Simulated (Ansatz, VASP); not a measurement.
# One calculation of MnO2, two programs

File INCAR:

```
SYSTEM = MnO2
  PREC = Accurate
  ENCUT = 520
  EDIFF = 1E-7
  ISMEAR = 0
  SIGMA = 0.05
  LREAL = .FALSE.
  LASPH = .TRUE.
  NELM = 150
  ALGO = Normal
  ISIF = 2
  LWAVE = .FALSE.
  LCHARG = .FALSE.
  ISPIN = 2
  MAGMOM = 2.49 0.05 0.05
  LORBIT = 11
  LMAXMIX = 4
  GGA = PE
  NBANDS = 24
```

Contents of KPOINTS:

```
regular mesh
0
G
  12 12 12
  0 0 0
```

The input POSCAR:

```
MnO2
1.0
   -1.3791386740      2.3887382541      0.0000000000
   -2.7582773481      0.0000000000      0.0000000000
   -1.3791386740      0.7962460847      4.4257372289
Mn O
1 2
Direct
    0.0000000000      0.0000000000      0.0000000000
    0.7356355100      0.7356355100      0.7930934700
    0.2643644900      0.2643644900      0.2069065300
```

Input for Ansatz:

```yaml
crystal:
  lattice:
    - [-1.379138674, 2.3887382541, 0.0]
    - [-2.7582773481, 0.0, 0.0]
    - [-1.379138674, 0.7962460847, 4.4257372289]
  atoms:
    - { symbol: Mn, position: [0.0, 0.0, 0.0], spin: 2.49 }
    - { symbol: O, position: [0.73563551, 0.73563551, 0.79309347], spin: 0.05 }
    - { symbol: O, position: [0.26436449, 0.26436449, 0.20690653], spin: 0.05 }
magnetization:
  spin_polarized: true
basis:
  ecutwfc: 420
  fft_grid_basis: typed
kpoints:
  mp_grid: { grid: [12, 12, 12] }
hamiltonian:
  xc: pbe
scf:
  occupations: { method: gaussian, width: 0.05 }
output:
  forces: true
  stress: true
  eigenvalues: true
  bader: true
  write_density: true
  volumetric_format: npy
  populations: true
  elf: true
```

Alike in both runs: task single point; functional PBE; k mesh 12 × 12 × 12; occupations gaussian, width 0.05 eV; collinear spin.

|  | VASP | Ansatz |
| --- | --- | --- |
| version | VASP 6.6.1 | Ansatz 0.2.0 |
| potentials or method | VASP PAW PBE potentials, release 64 (Mn_pv, O), cutoff 520 eV | scalar-relativistic, plane waves, PAW |
| valence electrons in the cell | 25 | 27 |

```tsv
	VASP	Ansatz	Ansatz less VASP
gap on the k mesh at the Fermi level (eV)	0.45	0.48	+0.037
rms of the force components (eV/Å)	1.001	0.945	-0.0555
net moment per atom (μB)	1.00	1.00	0.000
size of the moment on the site where the two differ most (μB)	2.75	2.37	-0.376
```

Site moments also hang on the region over which each program counts them. Atom by atom the forces differ by 0.056 eV/Å (rms over components). VASP's potentials hold 25 valence electrons a cell and Ansatz's 27, so a difference there can come from the potentials and not from the codes.
